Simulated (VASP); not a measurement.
# Sn (P6_3/mmc) in VASP: further runs

The runs below take Sn through single point, with PBE.

Program: VASP 6.6.1. These are calculated values, not measurements. Logs are shortened: lines on timing, memory, paths and dates and some standing lists are left out, and cuts for length are marked.

### Step 1. The cell of the first run

The structure is hexagonal, space group P6_3/mmc (No. 194). Conventional cell: a = 2.524 Å, b = 2.524 Å, c = 4.090 Å, α = 90.00°, β = 90.00°, γ = 120.00°. Within 3.3 Å of Sn (site symmetry -6m2) lie 12 Sn at 2.51 to 2.52 Å.

### Step 2. Single point, PBE

Contents of INCAR:

```
SYSTEM = Sn
PREC = Accurate
ENCUT = 520
EDIFF = 1E-6
ISMEAR = -1
SIGMA = 0.1
LREAL = .FALSE.
LASPH = .TRUE.
NELM = 60
ALGO = Normal
ISIF = 2
LWAVE = .FALSE.
LCHARG = .FALSE.
GGA = PE
NBANDS = 21
```

Contents of KPOINTS:

```
regular mesh
0
G
  17 17 10
  0 0 0
```

Contents of POSCAR:

```
Sn
1.0
    2.5239545888      0.0000000000      0.0000000000
   -1.2619772944      2.1858087919      0.0000000000
    0.0000000000      0.0000000000      4.0898767057
Sn
2
Direct
    0.3333333333      0.6666666667      0.2500000000
    0.6666666667      0.3333333333      0.7500000000
```

Potentials or basis: VASP PAW PBE potentials, release 64 (Sn_d).

Run with:

```
$ cat potpaw_PBE.64/Sn_d/POTCAR > POTCAR
$ mpirun -np 1 vasp_std > vasp.out
```

OUTCAR:

```text
SYSTEM = Sn
   PREC = Accurate
   ENCUT = 520
   EDIFF = 1E-6
   ISMEAR = -1
   LREAL = .FALSE.
   LASPH = .TRUE.
   NELM = 60
   ISIF = 2
   GGA = PE

 ion  position               nearest neighbor table
   1  0.333  0.667  0.250-   2 2.51   2 2.51   2 2.51   2 2.51   2 2.51   2 2.51   2 3.56   2 3.56
                             2 3.56   2 3.56   2 3.56   2 3.56
   2  0.667  0.333  0.750-   1 2.51   1 2.51   1 2.51   1 2.51   1 2.51   1 2.51   1 3.56   1 3.56
                             1 3.56   1 3.56   1 3.56   1 3.56

  LATTYP: Found a hexagonal cell.
 ALAT       =     2.5239545888
 C/A-ratio  =     1.6204240456

  Lattice vectors:

 A1 = (   2.5239545888,   0.0000000000,   0.0000000000)
 A2 = (  -1.2619772944,   2.1858087919,   0.0000000000)
 A3 = (   0.0000000000,   0.0000000000,   4.0898767057)

Analysis of symmetry for initial positions (statically):
=====================================================================
 Subroutine PRICEL returns:
 Original cell was already a primitive cell.

 Routine SETGRP: Setting up the symmetry group for a
 hexagonal supercell.

 Subroutine GETGRP returns: Found 24 space group operations
 (whereof 12 operations were pure point group operations)
 out of a pool of 24 trial point group operations.

The static configuration has the point symmetry D_3d.
 The point group associated with its full space group is D_6h.

Analysis of symmetry for dynamics (positions and initial velocities):
=====================================================================
 Subroutine PRICEL returns:
 Original cell was already a primitive cell.

 Routine SETGRP: Setting up the symmetry group for a
 hexagonal supercell.

 Subroutine GETGRP returns: Found 24 space group operations
 (whereof 12 operations were pure point group operations)
 out of a pool of 24 trial point group operations.

The dynamic configuration has the point symmetry D_3d.
 The point group associated with its full space group is D_6h.

 Subroutine INISYM returns: Found 24 space group operations
 (whereof 12 operations are pure point group operations),
 and found     1 'primitive' translations

----------------------------------------------------------------------------------------

                                     Primitive cell

  volume of cell :      22.5634

  direct lattice vectors                    reciprocal lattice vectors
     2.523954589  0.000000000  0.000000000     0.396203642  0.228748279  0.000000000
    -1.261977294  2.185808792  0.000000000     0.000000000  0.457496559  0.000000000
     0.000000000  0.000000000  4.089876706     0.000000000  0.000000000  0.244506148

  length of vectors
     2.523954589  2.523954589  4.089876706     0.457496559  0.457496559  0.244506148

  position of ions in fractional coordinates (direct lattice)
     0.333333333  0.666666667  0.250000000
     0.666666667  0.333333333  0.750000000

  ion indices of the primitive-cell ions
   primitive index   ion index
                 1           1
                 2           2

----------------------------------------------------------------------------------------

 KPOINTS: regular mesh

Automatic generation of k-mesh.
 Grid dimensions read from file:
 generate k-points for:   17   17   10

 Generating k-lattice:

  Cartesian coordinates                     Fractional coordinates (reciprocal lattice)
     0.023306097  0.013455781  0.000000000     0.058823529 -0.000000000  0.000000000
     0.000000000  0.026911562  0.000000000     0.000000000  0.058823529  0.000000000
     0.000000000  0.000000000  0.024450615     0.000000000  0.000000000  0.100000000

  Length of vectors
     0.026911562  0.026911562  0.024450615

  Shift w.r.t. Gamma in fractional coordinates (k-lattice)
     0.000000000  0.000000000  0.000000000

 Subroutine IBZKPT returns following result:
 ===========================================

 Found    198 irreducible k-points:

 Following reciprocal coordinates:
            Coordinates               Weight
  0.000000  0.000000  0.000000      1.000000
  0.058824  0.000000  0.000000      6.000000
  0.117647  0.000000  0.000000      6.000000
  0.176471  0.000000  0.000000      6.000000
  0.235294  0.000000  0.000000      6.000000
  0.294118 -0.000000  0.000000      6.000000
[... 16 lines left out ...]
  0.411765  0.117647  0.000000     12.000000
  0.176471  0.176471  0.000000      6.000000
 [... further k-points ...]
   k-points           NKPTS =    198   k-points in BZ     NKDIM =    198   number of bands    NBANDS=     21
   number of dos      NEDOS =    301   number of ions     NIONS =      2
   total plane-waves  NPLWV =  12000
   dimension x,y,z NGX =    20 NGY =   20 NGZ =   30
   dimension x,y,z NGXF=    40 NGYF=   40 NGZF=   60
   ions per type =               2
   NGX,Y,Z   is equivalent  to a cutoff of  13.17, 13.17, 12.19 a.u.
   NGXF,Y,Z  is equivalent  to a cutoff of  26.35, 26.35, 24.39 a.u.
 SYSTEM =  Sn
   PREC   = accura    normal or accurate (medium, high low for compatibility)
   ISTART =      0    job   : 0-new  1-cont  2-samecut
   ICHARG =      2    charge: 1-file 2-atom 10-const
   ISPIN  =      1    spin polarized calculation?
   LNONCOLLINEAR =      F non collinear calculations
   LSORBIT =      F    spin-orbit coupling
   LASPH  =      T    aspherical Exc in radial PAW
   ENCUT  =  520.0 eV  38.22 Ry    6.18 a.u.   4.69  4.69  7.60*2*pi/ulx,y,z
   NELM   =     60;   NELMIN=  2; NELMDL= -5     # of ELM steps
   EDIFF  = 0.1E-05   stopping-criterion for ELM
   LREAL  =      F    real-space projection
   EDIFFG = 0.1E-04   stopping-criterion for IOM
   NSW    =      0    number of steps for IOM
   IBRION =     -1    ionic relax: 0-MD 1-quasi-New 2-CG
   NFREE  =      0    steps in history (QN), initial steepest desc. (CG)
   ISIF   =      2    stress and relaxation
   ISYM   =      2    0-nonsym 1-usesym 2-fastsym
   POTIM  = 0.5000    time-step for ionic-motion
   TEBEG  =    0.0;   TEEND  =   0.0 temperature during run
   PSTRESS=    0.0 pullay stress
   NELECT =      28.0000    total number of electrons
   NUPDOWN=      -1.0000    fix difference up-down
   EMIN   =  10.00;   EMAX   =-10.00  energy-range for DOS
   EFERMI =   0.00;   METHOD = LEGACY
   ISMEAR =    -1;   SIGMA  =   0.10  broadening in eV -4-tet -1-fermi 0-gaus
   EFERMI_NEDOS =   21; number of points for ismear=-14 and -15
   IALGO  =     38    algorithm
   IMIX   =      4    mixing-type and parameters
     AMIX     =   0.40;   BMIX     =  1.00
     AMIX_MAG =   1.60;   BMIX_MAG =  1.00
  volume/ion in A,a.u.               =      11.28        76.13
  Fermi-wavevector in a.u.,A,eV,Ry     =   1.759244  3.324490 42.109231  3.094941
  Thomas-Fermi vector in A             =   2.828245
   LORBIT       =      0    0 simple, 1 ext, 2 COOP (PROOUT), +10 PAW based schemes
   GGA     = PE    functional components
   LHFCALC =     F    Hartree Fock is set to
   AEXX    =    0.0000 exact exchange contribution
   IVDW    =     0    specifies the selected vdW correction
   LEPSILON=     F    determine dielectric tensor
   LRPA    =     F    only Hartree local field effects (RPA)
 non-spin polarized calculation
  energy-cutoff  :      520.00
  volume of cell :       22.56
 maximum number of plane-waves:       628
 NGX is ok and might be reduce to    20
   NGX =  9   NGY =  9   NGZ = 15

 number of electron      28.0000003 magnetization

 Free energy of the ion-electron system (eV)
  ---------------------------------------------------
  ext. energy  EPLUGINS =         0.00000000
  ---------------------------------------------------
  free energy    TOTEN  =         8.43999624 eV

  energy without entropy =        8.45610799  energy(sigma->0) =        8.44805212

 E-fermi :  25.5276     XC(G=0): -15.2617

 val. band max:       25.5233551364   @ k =   0.3529   0.1765   0.5000
 cond. band min:      25.5779637952   @ k =   0.4706   0.0588   0.0000
 fundamental gap:      0.0546086587
 Fermi energy:        25.5276161868

 k-point     1 :       0.0000    0.0000    0.0000
  band No.  band energies     occupation
      1      -0.0851      2.00000
      2       0.7362      2.00000
      3       0.8342      2.00000
      4       0.8342      2.00000
      5       1.0243      2.00000
      6       1.0243      2.00000
[... 13 lines left out ...]
     20      39.7224      0.00000
     21      41.6819      0.00000

 k-point     2 :       0.0588    0.0000    0.0000
  band No.  band energies     occupation
      1      -0.0481      2.00000
      2       0.6858      2.00000
      3       0.8833      2.00000
      4       0.8900      2.00000
      5       1.0167      2.00000
      6       1.0698      2.00000
[... 13 lines left out ...]
     20      40.7980      0.00000
     21      40.9854      0.00000

 k-point     3 :       0.1176    0.0000    0.0000
  band No.  band energies     occupation
      1       0.0354      2.00000
      2       0.6086      2.00000
      3       0.9537      2.00000
      4       1.0256      2.00000
      5       1.0396      2.00000
      6       1.1653      2.00000
[... 13 lines left out ...]
     20      41.7216      0.00000
     21      42.1664      0.00000

 k-point     4 :       0.1765    0.0000    0.0000
  band No.  band energies     occupation
      1       0.0681      2.00000
      2       0.5873      2.00000
      3       0.9138      2.00000
      4       0.9871      2.00000
      5       1.1164      2.00000
      6       1.1960      2.00000
[... 13 lines left out ...]
     20      40.6927      0.00000
     21      41.6994      0.00000

 k-point     5 :       0.2353    0.0000    0.0000
  band No.  band energies     occupation
      1      -0.0223      2.00000
      2       0.5973      2.00000
      3       0.7482      2.00000
      4       0.9336      2.00000
      5       1.0098      2.00000
      6       1.3991      2.00000
[... 13 lines left out ...]
     20      40.9114      0.00000
     21      41.1568      0.00000
[... 382 lines left out ...]
     20      38.1690      0.00000
     21      42.0869      0.00000

 k-point    22 :       0.3529    0.1176    0.0000
  band No.  band energies     occupation
      1      -0.2214      2.00000
      2       0.0558      2.00000
      3       0.4632      2.00000
      4       0.7512      2.00000
      5       1.3050      2.00000
      6       1.3193      2.00000
[... 13 lines left out ...]
     20      38.0330      0.00000
     21      42.7483      0.00000

 k-point    23 :       0.4118    0.1176    0.0000
  band No.  band energies     occupation
      1      -0.2768      2.00000
      2      -0.0303      2.00000
      3       0.4384      2.00000
      4       0.7380      2.00000
      5       1.2533      2.00000
      6       1.3933      2.00000
[... 13 lines left out ...]
     20      37.9666      0.00000
     21      43.0494      0.00000

 k-point    24 :       0.1765    0.1765    0.0000
  band No.  band energies     occupation
      1       0.2592      2.00000
      2       0.3120      2.00000
      3       0.4813      2.00000
      4       0.8249      2.00000
      5       1.1518      2.00000
      6       1.4403      2.00000
[... 13 lines left out ...]
     20      39.9507      0.00000
     21      40.9359      0.00000

 [... further k-points ...]

------------------------ aborting loop because EDIFF is reached ----------------------------------------

  FORCE on cell =-STRESS in cart. coord.  units (eV):
  Direction    XX          YY          ZZ          XY          YZ          ZX
  --------------------------------------------------------------------------------------
  -------------------------------------------------------------------------------------
  Total       52.2499073     52.2499073     52.2345997      0.0000000      0.0000000      0.0000000
  in kB     3710.1561271   3710.1561271   3709.0691670      0.0000000      0.0000000      0.0000000
  external PRESSURE =    3709.7938071 kB  Pullay stress =       0.0000000 kB

 VOLUME and BASIS-vectors are now :
 -----------------------------------------------------------------------------
  energy-cutoff  :      520.00
  volume of cell :       22.56
      direct lattice vectors                 reciprocal lattice vectors
     2.523954589  0.000000000  0.000000000     0.396203642  0.228748279  0.000000000
    -1.261977294  2.185808792  0.000000000     0.000000000  0.457496559  0.000000000
     0.000000000  0.000000000  4.089876706     0.000000000  0.000000000  0.244506148

 POSITION                                       TOTAL-FORCE (eV/Angst)
 -----------------------------------------------------------------------------------
     -0.00000      1.45721      1.02247        -0.000000     -0.000000      0.000000
      1.26198      0.72860      3.06741         0.000000      0.000000      0.000000
 -----------------------------------------------------------------------------------
    total drift:                               -0.000000      0.000000     -0.000000

  FREE ENERGIE OF THE ION-ELECTRON SYSTEM (eV)
  ---------------------------------------------------
  free  energy   TOTEN  =         8.4399962392 eV

  energy  without entropy=        8.4561079910  energy(sigma->0) =        8.44805212
```

Wall time 34 s (1 thread of Intel Xeon 6975P-C (Granite Rapids), shared host); peak memory 0.19 GiB.

What came out:

```
Free energy            : 8.4400 eV
Pressure               : 371.0 GPa
Band gap on the k mesh : zero (band 14 reaches 33.82 eV, above the bottom of band 15 at 20.85 eV)
```

Caveat: spin-orbit coupling is left out, which moves the levels of the heavy elements.

### Step 3. Single point, PBE

Contents of INCAR:

```
PREC     = Accurate       # precision mode
ENCUT    = 520            # plane-wave cutoff, eV
EDIFF    = 1E-6           # SCF threshold, eV
ISMEAR   = -1             # smearing method
SIGMA    = 0.1            # smearing width, eV
LREAL    = F              # projectors in reciprocal space
LASPH    = T              # aspherical terms in the spheres
NELM     = 80             # most SCF steps
ALGO     = Normal         # electronic algorithm
ISIF     = 2              # what is computed and relaxed
LWAVE    = F              # write WAVECAR
LCHARG   = F              # write CHGCAR
GGA      = PE             # functional
NBANDS   = 21             # bands
```

Contents of KPOINTS:

```
Automatic mesh
0
Gamma
  17 17 10
```

Contents of POSCAR:

```
Sn
1.0
    2.5236004633      0.0000000000      0.0000000000
   -1.2618002316      2.1855021102      0.0000000000
    0.0000000000      0.0000000000      4.0893202687
Sn
2
Direct
    0.3333333333      0.6666666667      0.2500000000
    0.6666666667      0.3333333333      0.7500000000
```

Potentials or basis: VASP PAW PBE potentials, release 64 (Sn_d).

Run with:

```
$ cat potpaw_PBE.64/Sn_d/POTCAR > POTCAR
$ mpirun -np 1 vasp_std > vasp.out
```

OUTCAR:

```text
PREC = Accurate
   ENCUT = 520
   EDIFF = 1E-6
   ISMEAR = -1
   LREAL = F
   LASPH = T
   NELM = 80
   ISIF = 2
   GGA = PE

 ion  position               nearest neighbor table
   1  0.333  0.667  0.250-   2 2.51   2 2.51   2 2.51   2 2.51   2 2.51   2 2.51   2 3.56   2 3.56
                             2 3.56   2 3.56   2 3.56   2 3.56
   2  0.667  0.333  0.750-   1 2.51   1 2.51   1 2.51   1 2.51   1 2.51   1 2.51   1 3.56   1 3.56
                             1 3.56   1 3.56   1 3.56   1 3.56

  LATTYP: Found a hexagonal cell.
 ALAT       =     2.5236004633
[... 770 lines left out ...]

  FORCE on cell =-STRESS in cart. coord.  units (eV):
  Direction    XX          YY          ZZ          XY          YZ          ZX
  --------------------------------------------------------------------------------------
  -------------------------------------------------------------------------------------
  Total       52.3049848     52.3049848     52.2894373      0.0000000      0.0000000     -0.0000000
  in kB     3715.6150114   3715.6150113   3714.5105566      0.0000001      0.0000000     -0.0000000
  external PRESSURE =    3715.2468598 kB  Pullay stress =       0.0000000 kB

 VOLUME and BASIS-vectors are now :
 -----------------------------------------------------------------------------
  energy-cutoff  :      520.00
  volume of cell :       22.55
      direct lattice vectors                 reciprocal lattice vectors
     2.523600463  0.000000000  0.000000000     0.396259239  0.228780378  0.000000000
    -1.261800232  2.185502110  0.000000000     0.000000000  0.457560757  0.000000000
     0.000000000  0.000000000  4.089320269     0.000000000  0.000000000  0.244539418

 POSITION                                       TOTAL-FORCE (eV/Angst)
 -----------------------------------------------------------------------------------
     -0.00000      1.45700      1.02233         0.000000      0.000000      0.000000
      1.26180      0.72850      3.06699        -0.000000      0.000000      0.000000
 -----------------------------------------------------------------------------------
    total drift:                               -0.000000      0.000000      0.000000

  FREE ENERGIE OF THE ION-ELECTRON SYSTEM (eV)
  ---------------------------------------------------
  free  energy   TOTEN  =         8.4617885496 eV

  energy  without entropy=        8.4778931153  energy(sigma->0) =        8.46984083
```

It took 34 s on 1 thread of Intel Xeon 6975P-C (Granite Rapids), shared host; peak memory 0.18 GiB.

Results:

```
Free energy            : 8.4618 eV
Pressure               : 371.5 GPa
Band gap on the k mesh : zero (band 14 reaches 33.83 eV, above the bottom of band 15 at 20.86 eV)
```

Caveat: spin-orbit coupling is left out, which moves the levels of the heavy elements.
